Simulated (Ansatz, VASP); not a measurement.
Two plane-wave programs on CdTe

Contents of INCAR:

```
SYSTEM = CdTe
PREC = Accurate ; ENCUT = 520
EDIFF = 1E-6 ; ISMEAR = 0
SIGMA = 0.05 ; LREAL = .FALSE.
LASPH = .TRUE. ; NELM = 100
ALGO = Normal ; ISIF = 2
LWAVE = .FALSE. ; LCHARG = .TRUE.
GGA = PE ; LELF = .TRUE.
LVHAR = .TRUE. ; NBANDS = 16
```

The input KPOINTS:

```
regular mesh
0
G
  10 10 10
  0 0 0
```

POSCAR

```
CdTe
1.0
    0.0000000000      3.2472751666      3.2472751666
    3.2472751666      0.0000000000      3.2472751666
    3.2472751666      3.2472751666      0.0000000000
Cd Te
1 1
Direct
    0.0000000000      0.0000000000      0.0000000000
    0.2500000000      0.2500000000      0.2500000000
```

Input for Ansatz:

```yaml
crystal:
  lattice:
    - [0.0, 3.2472751666, 3.2472751666]
    - [3.2472751666, 0.0, 3.2472751666]
    - [3.2472751666, 3.2472751666, 0.0]
  atoms:
    - { symbol: Cd, position: [0.0, 0.0, 0.0] }
    - { symbol: Te, position: [0.25, 0.25, 0.25] }
basis:
  ecutwfc: 420
  ecutrho_ratio: 4
kpoints:
  mp_grid: { grid: [10, 10, 10] }
hamiltonian:
  xc: pbe
scf:
  occupations: { method: gaussian, width: 0.05 }
output:
  forces: true
  stress: true
  eigenvalues: true
```

Alike in both runs: task single point; functional PBE; k mesh 10 × 10 × 10; occupations gaussian, width 0.05 eV; no spin polarisation.

|  | VASP | Ansatz |
| --- | --- | --- |
| version | VASP 6.6.1 | Ansatz 0.2.0 |
| potentials or method | VASP PAW PBE potentials, release 64 (Cd, Te), cutoff 520 eV | scalar-relativistic, plane waves, PAW |
| valence electrons in the cell | 18 | 36 |

VASP gave:

| Property | Result |
| --- | --- |
| gap on the k mesh at the Fermi level (eV) | 0.75 |
| least direct gap on the mesh (eV) | 0.75 |
| pressure (GPa) | 2.4 |

Question: Which values does Ansatz return?

Answer: gap on the k mesh at the Fermi level (eV): 0.75; least direct gap on the mesh (eV): 0.75; pressure (GPa): 2.3.

VASP's potentials hold 18 valence electrons a cell and Ansatz's 36, so a difference there can come from the potentials and not from the codes.

Neither program's run includes spin-orbit coupling.
